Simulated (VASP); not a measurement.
Runs of VASP 6.6.1 on RbCl. The structure is that of space group P4/nmm (No. 129), or close to it. The cells are those of the table. 

```csv
cell,gap on the mesh (eV),largest force (eV/Å)
"a = 4.630, b = 4.630, c = 9.274 Å, 4 atoms",(a),(b)
"a = 4.630, b = 4.630, c = 19.274 Å, 4 atoms",4.76,0.05
"a = 4.630, b = 4.630, c = 16.274 Å, 4 atoms",4.74,0.04
"a = 4.630, b = 4.630, c = 11.274 Å, 4 atoms",4.54,0.05
"a = 4.630, b = 4.630, c = 13.274 Å, 4 atoms",4.67,0.05
```

Alike in all rows: task single point; level PBE; potentials or basis VASP PAW PBE potentials, release 64 (Rb_sv, Cl); no spin polarisation; k mesh 4 × 4 × 1; cutoff (eV) 400; smearing gaussian 0.15 eV.

Estimate the missing entries.

(a) 4.38; (b) 0.06.

A k mesh can miss the band edges, and the runs leave out spin-orbit coupling on Rb.
